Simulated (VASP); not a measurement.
# Al3GaN4 (P-43m) in VASP: further runs

The runs below take Al3GaN4 through single point, relaxation of the atoms, with r2SCAN.

Program: VASP 6.6.1. These are calculated values, not measurements. Logs are shortened: lines on timing, memory, paths and dates and some standing lists are left out, and cuts for length are marked.

### Step 1. The cell of the first run

The structure is cubic, space group P-43m (No. 215). The conventional cell has a = 4.387 Å, b = 4.387 Å, c = 4.387 Å, α = 90.00°, β = 90.00°, γ = 90.00°. Al (site symmetry -42m) has 4 N at 1.89 Å within 2.5 Å. Within 2.6 Å of Ga (site symmetry -43m) lie 4 N at 1.94 Å. Within 2.5 Å of N (site symmetry 3m) lie 3 Al at 1.89 Å and 1 Ga at 1.94 Å.

### Step 2. Single point, r2SCAN

Contents of POSCAR:

```
Al3GaN4
1.0
    4.3872561391      0.0000000000      0.0000000000
    0.0000000000      4.3872561391      0.0000000000
    0.0000000000      0.0000000000      4.3872561391
Al Ga N
3 1 4
Direct
    0.5000000000      0.5000000000      0.0000000000
    0.5000000000      0.0000000000      0.5000000000
    0.0000000000      0.5000000000      0.5000000000
    0.0000000000      0.0000000000      0.0000000000
    0.7444390999      0.7444390999      0.2555609001
    0.7444390999      0.2555609001      0.7444390999
    0.2555609001      0.7444390999      0.7444390999
    0.2555609001      0.2555609001      0.2555609001
```

Contents of INCAR.step1:

```
SYSTEM = Al3GaN4
ALGO     = Normal         ! electronic algorithm
EDIFF    = 1E-5           ! SCF threshold, eV
ENCUT    = 910            ! plane-wave cutoff, eV
GGA      = PE             ! functional
GGA_COMPAT= .FALSE.      
ISMEAR   = 0              ! smearing method
LASPH    = .TRUE.         ! aspherical terms in the spheres
LCHARG   = .FALSE.        ! write CHGCAR
LREAL    = .FALSE.        ! projectors in reciprocal space
LWAVE    = .TRUE.         ! write WAVECAR
NBANDS   = 31             ! bands
NELM     = 120            ! most SCF steps
PREC     = Accurate       ! precision mode
SIGMA    = 0.02           ! smearing width, eV
```

Contents of INCAR.step2:

```
SYSTEM = Al3GaN4
ALGO     = Normal         ! electronic algorithm
EDIFF    = 1E-6           ! SCF threshold, eV
ENCUT    = 910            ! plane-wave cutoff, eV
GGA_COMPAT= .FALSE.      
ISIF     = 2              ! what is computed and relaxed
ISMEAR   = 0              ! smearing method
ISTART   = 1            
LASPH    = .TRUE.         ! aspherical terms in the spheres
LCHARG   = .TRUE.         ! write CHGCAR
LELF     = .TRUE.         ! ELF
LMIXTAU  = .TRUE.       
LREAL    = .FALSE.        ! projectors in reciprocal space
LVHAR    = .TRUE.       
LWAVE    = .FALSE.        ! write WAVECAR
METAGGA  = R2SCAN         ! meta-GGA
NBANDS   = 31             ! bands
NELM     = 120            ! most SCF steps
PREC     = Accurate       ! precision mode
SIGMA    = 0.02           ! smearing width, eV
```

Contents of KPOINTS:

```
k-points
0
G
  6 6 6
  0 0 0
```

Potentials or basis: VASP PAW PBE potentials, release 64 (Al, Ga_d, N_h).

Launch:

```sh
cat potpaw_PBE.64/Al/POTCAR potpaw_PBE.64/Ga_d/POTCAR potpaw_PBE.64/N_h/POTCAR > POTCAR
cp INCAR.step1 INCAR
mpirun -np 1 vasp_std > vasp.out
cp INCAR.step2 INCAR
mpirun -np 1 vasp_std > vasp.out
```

OUTCAR:

```text
SYSTEM = Al3GaN4
   EDIFF = 1E-6
   ENCUT = 910
   ISIF = 2
   ISMEAR = 0
   ISTART = 1
   LASPH = .TRUE.
   LREAL = .FALSE.
   METAGGA = R2SCAN
   NELM = 120
   PREC = Accurate

 ion  position               nearest neighbor table
   1  0.500  0.500  0.000-   5 1.89   6 1.89   7 1.89   8 1.89   3 3.10   4 3.10   2 3.10   2 3.10
                             3 3.10   2 3.10   4 3.10   2 3.10   3 3.10   4 3.10   3 3.10   4 3.10
   2  0.500  0.000  0.500-   5 1.89   6 1.89   7 1.89   8 1.89   3 3.10   4 3.10   1 3.10   1 3.10
                             4 3.10   1 3.10   3 3.10   1 3.10   3 3.10   4 3.10   4 3.10   3 3.10
   3  0.000  0.500  0.500-   5 1.89   6 1.89   7 1.89   8 1.89   2 3.10   4 3.10   1 3.10   1 3.10
                             4 3.10   2 3.10   4 3.10   4 3.10   1 3.10   2 3.10   1 3.10   2 3.10
   4  0.000  0.000  0.000-   5 1.94   6 1.94   7 1.94   8 1.94   2 3.10   3 3.10   1 3.10   2 3.10
                             3 3.10   1 3.10   3 3.10   3 3.10   1 3.10   2 3.10   2 3.10   1 3.10
   5  0.744  0.744  0.256-   1 1.89   2 1.89   3 1.89   4 1.94
   6  0.744  0.256  0.744-   1 1.89   2 1.89   3 1.89   4 1.94
   7  0.256  0.744  0.744-   1 1.89   2 1.89   3 1.89   4 1.94
   8  0.256  0.256  0.256-   1 1.89   2 1.89   3 1.89   4 1.94

  LATTYP: Found a simple cubic cell.
 ALAT       =     4.3872561391

  Lattice vectors:

 A1 = (   4.3872561391,   0.0000000000,   0.0000000000)
 A2 = (   0.0000000000,   4.3872561391,   0.0000000000)
 A3 = (   0.0000000000,   0.0000000000,   4.3872561391)

Analysis of symmetry for initial positions (statically):
=====================================================================
 Subroutine PRICEL returns:
 Original cell was already a primitive cell.

 Routine SETGRP: Setting up the symmetry group for a
 simple cubic supercell.

 Subroutine GETGRP returns: Found 24 space group operations
 (whereof 24 operations were pure point group operations)
 out of a pool of 48 trial point group operations.

The static configuration has the point symmetry T_d .

Analysis of symmetry for dynamics (positions and initial velocities):
=====================================================================
 Subroutine PRICEL returns:
 Original cell was already a primitive cell.

 Routine SETGRP: Setting up the symmetry group for a
 simple cubic supercell.

 Subroutine GETGRP returns: Found 24 space group operations
 (whereof 24 operations were pure point group operations)
 out of a pool of 48 trial point group operations.

The dynamic configuration has the point symmetry T_d .

 Subroutine INISYM returns: Found 24 space group operations
 (whereof 24 operations are pure point group operations),
 and found     1 'primitive' translations

----------------------------------------------------------------------------------------

                                     Primitive cell

  volume of cell :      84.4460

  direct lattice vectors                    reciprocal lattice vectors
     4.387256139  0.000000000  0.000000000     0.227932897  0.000000000  0.000000000
     0.000000000  4.387256139  0.000000000     0.000000000  0.227932897  0.000000000
     0.000000000  0.000000000  4.387256139     0.000000000  0.000000000  0.227932897

  length of vectors
     4.387256139  4.387256139  4.387256139     0.227932897  0.227932897  0.227932897

  position of ions in fractional coordinates (direct lattice)
     0.500000000  0.500000000  0.000000000
     0.500000000  0.000000000  0.500000000
     0.000000000  0.500000000  0.500000000
     0.000000000  0.000000000  0.000000000
     0.744439100  0.744439100  0.255560900
     0.744439100  0.255560900  0.744439100
     0.255560900  0.744439100  0.744439100
     0.255560900  0.255560900  0.255560900

  ion indices of the primitive-cell ions
   primitive index   ion index
                 1           1
                 2           2
                 3           3
                 4           4
                 5           5
                 6           6
                 7           7
                 8           8

----------------------------------------------------------------------------------------

 KPOINTS: k-points

Automatic generation of k-mesh.
 Grid dimensions read from file:
 generate k-points for:    6    6    6

 Generating k-lattice:

  Cartesian coordinates                     Fractional coordinates (reciprocal lattice)
     0.037988816  0.000000000  0.000000000     0.166666667  0.000000000  0.000000000
     0.000000000  0.037988816  0.000000000     0.000000000  0.166666667  0.000000000
     0.000000000  0.000000000  0.037988816     0.000000000  0.000000000  0.166666667

  Length of vectors
     0.037988816  0.037988816  0.037988816

  Shift w.r.t. Gamma in fractional coordinates (k-lattice)
     0.000000000  0.000000000  0.000000000

 Subroutine IBZKPT returns following result:
 ===========================================

 Found     20 irreducible k-points:

 Following reciprocal coordinates:
            Coordinates               Weight
  0.000000  0.000000  0.000000      1.000000
  0.166667  0.000000  0.000000      6.000000
  0.333333  0.000000  0.000000      6.000000
  0.500000  0.000000  0.000000      3.000000
  0.166667  0.166667  0.000000     12.000000
  0.333333  0.166667  0.000000     24.000000
[... 12 lines left out ...]
  0.500000  0.500000  0.333333      6.000000
  0.500000  0.500000  0.500000      1.000000
   k-points           NKPTS =     20   k-points in BZ     NKDIM =     20   number of bands    NBANDS=     31
   number of dos      NEDOS =    301   number of ions     NIONS =      8
   total plane-waves  NPLWV = 110592
   dimension x,y,z NGX =    48 NGY =   48 NGZ =   48
   dimension x,y,z NGXF=    96 NGYF=   96 NGZF=   96
   ions per type =               3   1   4
   NGX,Y,Z   is equivalent  to a cutoff of  18.19, 18.19, 18.19 a.u.
   NGXF,Y,Z  is equivalent  to a cutoff of  36.38, 36.38, 36.38 a.u.
 SYSTEM =  Al3GaN4
   PREC   = accura    normal or accurate (medium, high low for compatibility)
   ISTART =      1    job   : 0-new  1-cont  2-samecut
   ICHARG =      0    charge: 1-file 2-atom 10-const
   ISPIN  =      1    spin polarized calculation?
   LNONCOLLINEAR =      F non collinear calculations
   LSORBIT =      F    spin-orbit coupling
   LASPH  =      T    aspherical Exc in radial PAW
   ENCUT  =  910.0 eV  66.88 Ry    8.18 a.u.  10.79 10.79 10.79*2*pi/ulx,y,z
   NELM   =    120;   NELMIN=  2; NELMDL=  0     # of ELM steps
   EDIFF  = 0.1E-05   stopping-criterion for ELM
   LREAL  =      F    real-space projection
   EDIFFG = 0.1E-04   stopping-criterion for IOM
   NSW    =      0    number of steps for IOM
   IBRION =     -1    ionic relax: 0-MD 1-quasi-New 2-CG
   NFREE  =      0    steps in history (QN), initial steepest desc. (CG)
   ISIF   =      2    stress and relaxation
   ISYM   =      2    0-nonsym 1-usesym 2-fastsym
   POTIM  = 0.5000    time-step for ionic-motion
   TEBEG  =    0.0;   TEEND  =   0.0 temperature during run
   PSTRESS=    0.0 pullay stress
   NELECT =      42.0000    total number of electrons
   NUPDOWN=      -1.0000    fix difference up-down
   EMIN   =  10.00;   EMAX   =-10.00  energy-range for DOS
   EFERMI =   0.00;   METHOD = LEGACY
   ISMEAR =     0;   SIGMA  =   0.02  broadening in eV -4-tet -1-fermi 0-gaus
   EFERMI_NEDOS =   21; number of points for ismear=-14 and -15
   IALGO  =     38    algorithm
   IMIX   =      4    mixing-type and parameters
     AMIX     =   0.40;   BMIX     =  1.00
     AMIX_MAG =   1.60;   BMIX_MAG =  1.00
  volume/ion in A,a.u.               =      10.56        71.23
  Fermi-wavevector in a.u.,A,eV,Ry     =   1.297075  2.451115 22.890474  1.682402
  Thomas-Fermi vector in A             =   2.428490
   LORBIT       =      0    0 simple, 1 ext, 2 COOP (PROOUT), +10 PAW based schemes
   METAGGA = R2SCAN    functional components
   LHFCALC =     F    Hartree Fock is set to
   AEXX    =    0.0000 exact exchange contribution
   IVDW    =     0    specifies the selected vdW correction
   LEPSILON=     F    determine dielectric tensor
   LRPA    =     F    only Hartree local field effects (RPA)
 non-spin polarized calculation
 Gauss-broadening in eV      SIGMA  =   0.02
  energy-cutoff  :      910.00
  volume of cell :       84.45
 maximum number of plane-waves:      5294
 NGX is ok and might be reduce to    48
   NGX = 21   NGY = 21   NGZ = 21

 number of electron      41.9999999 magnetization

 Free energy of the ion-electron system (eV)
  ---------------------------------------------------
  ext. energy  EPLUGINS =         0.00000000
  ---------------------------------------------------
  free energy    TOTEN  =       -79.41937421 eV

  energy without entropy =      -79.41937421  energy(sigma->0) =      -79.41937421

 E-fermi :   6.0295     XC(G=0): -11.7938

 val. band max:        5.9037075221   @ k =   0.0000   0.0000   0.0000
 cond. band min:       9.9156671042   @ k =   0.0000   0.0000   0.0000
 fundamental gap:      4.0119595820
 Fermi energy:         6.0295393864

 k-point     1 :       0.0000    0.0000    0.0000
  band No.  band energies     occupation
      1     -10.1350      2.00000
      2      -8.1800      2.00000
      3      -8.1800      2.00000
      4      -8.1800      2.00000
      5      -7.0450      2.00000
      6      -7.0450      2.00000
[... 23 lines left out ...]
     30      18.8266      0.00000
     31      18.8266      0.00000

 k-point     2 :       0.1667    0.0000    0.0000
  band No.  band energies     occupation
      1     -10.0059      2.00000
      2      -8.2744      2.00000
      3      -8.1853      2.00000
      4      -8.1853      2.00000
      5      -7.0435      2.00000
      6      -7.0404      2.00000
[... 23 lines left out ...]
     30      19.0326      0.00000
     31      19.0326      0.00000

 k-point     3 :       0.3333    0.0000    0.0000
  band No.  band energies     occupation
      1      -9.6429      2.00000
      2      -8.5914      2.00000
      3      -8.1956      2.00000
      4      -8.1956      2.00000
      5      -7.0405      2.00000
      6      -7.0276      2.00000
[... 567 lines left out ...]
     30      17.7115      0.00000
     31      17.7116      0.00000

 k-point    20 :       0.5000    0.5000    0.5000
  band No.  band energies     occupation
      1      -8.6128      2.00000
      2      -8.6128      2.00000
      3      -8.6128      2.00000
      4      -8.2091      2.00000
      5      -7.0060      2.00000
      6      -7.0060      2.00000
[... 23 lines left out ...]
     30      17.4895      0.00000
     31      17.4933      0.00000

------------------------ aborting loop because EDIFF is reached ----------------------------------------

  FORCE on cell =-STRESS in cart. coord.  units (eV):
  Direction    XX          YY          ZZ          XY          YZ          ZX
  --------------------------------------------------------------------------------------
  -------------------------------------------------------------------------------------
  Total        0.9738452      0.9738452      0.9738452     -0.0000000      0.0000000     -0.0000000
  in kB       18.4765771     18.4765771     18.4765771     -0.0000000      0.0000000     -0.0000000
  external PRESSURE =      18.4765771 kB  Pullay stress =       0.0000000 kB

 VOLUME and BASIS-vectors are now :
 -----------------------------------------------------------------------------
  energy-cutoff  :      910.00
  volume of cell :       84.45
      direct lattice vectors                 reciprocal lattice vectors
     4.387256139  0.000000000  0.000000000     0.227932897  0.000000000  0.000000000
     0.000000000  4.387256139  0.000000000     0.000000000  0.227932897  0.000000000
     0.000000000  0.000000000  4.387256139     0.000000000  0.000000000  0.227932897

 POSITION                                       TOTAL-FORCE (eV/Angst)
 -----------------------------------------------------------------------------------
      2.19363      2.19363      0.00000        -0.000000     -0.000000     -0.000000
      2.19363      0.00000      2.19363        -0.000000     -0.000000     -0.000000
      0.00000      2.19363      2.19363        -0.000000     -0.000000     -0.000000
      0.00000      0.00000      0.00000        -0.000000     -0.000000     -0.000000
      3.26605      3.26605      1.12121        -0.043351     -0.043351      0.043351
      3.26605      1.12121      3.26605        -0.043351      0.043351     -0.043351
      1.12121      3.26605      3.26605         0.043351     -0.043351     -0.043351
      1.12121      1.12121      1.12121         0.043351      0.043351      0.043351
 -----------------------------------------------------------------------------------
    total drift:                                0.000000      0.000000      0.000000

  FREE ENERGIE OF THE ION-ELECTRON SYSTEM (eV)
  ---------------------------------------------------
  free  energy   TOTEN  =       -79.4193742101 eV

  energy  without entropy=      -79.4193742101  energy(sigma->0) =      -79.41937421
```

It took 13 min on 1 thread of Intel Xeon Platinum 8375C at 2.90GHz (Ice Lake), shared host; peak memory 0.42 GiB.

What came out:

```
Free energy            : -79.4194 eV
Pressure               : 1.8 GPa
Largest force          : 0.075 eV/Å
Band gap on the k mesh : 4.01 eV
```

Forces in eV/Å, atoms in the order of the input:
```
Al   0.000  0.000  0.000
Al   0.000  0.000  0.000
Al   0.000  0.000  0.000
Ga   0.000  0.000  0.000
N   -0.043 -0.043  0.043
N   -0.043  0.043 -0.043
N    0.043 -0.043 -0.043
N    0.043  0.043  0.043
```

Caveat: the cutoff is under 1.25 times the usual one of these potentials, so pressure, stress and relaxed cells hold a basis-set (Pulay) error; the PAW data sets were made with another functional, which shifts forces and pressure a little. A k mesh can miss the band edges.

(Part 1 of 3 ends here.)
